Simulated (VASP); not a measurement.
Runs of VASP 6.6.1 on Mg2CdTe3. The structure is that of space group P6_3mc (No. 186), or close to it. The cells are those of the table. 

| task | cell | k mesh | cutoff (eV) | smearing | gap on the mesh (eV) | pressure (GPa) | largest force (eV/Å) |
| --- | --- | --- | --- | --- | --- | --- | --- |
| single point | a = 4.251, b = 4.251, c = 20.664 Å, angles 90.0, 90.0, 120.0°, 12 atoms | 6 × 6 × 1 | 520 | gaussian 0.1 eV | 2.19 | 16.5 | (b) |
| single point | a = 4.633, b = 4.633, c = 22.647 Å, angles 90.0, 90.0, 120.0°, 12 atoms | 6 × 6 × 2 | 520 | gaussian 0.02 eV | 1.49 | 0.0 | 0.02 |
| single point | a = 4.619, b = 4.619, c = 22.591 Å, angles 90.0, 90.0, 120.0°, 12 atoms | 6 × 6 × 1 | 520 | gaussian 0.1 eV | 1.51 | 0.3 | 0.03 |
| relaxation of cell and atoms | relaxed from a = 4.251, b = 4.251, c = 20.664 Å, angles 90.0, 90.0, 120.0°, 12 atoms | 6 × 6 × 1 | 600 | gaussian 0.1 eV | (a) | 0.0 | 0.02 |

Alike in all rows: level PBE; potentials or basis VASP PAW PBE potentials, release 64 (Mg, Cd, Te); no spin polarisation.

Problem. Fill in the values left out.

Solution. (a) 1.48; (b) 0.78.

Caveats: spin-orbit coupling is left out, which moves the levels of the heavy elements.

A k mesh can miss the band edges, and the runs leave out spin-orbit coupling on Cd, Te.
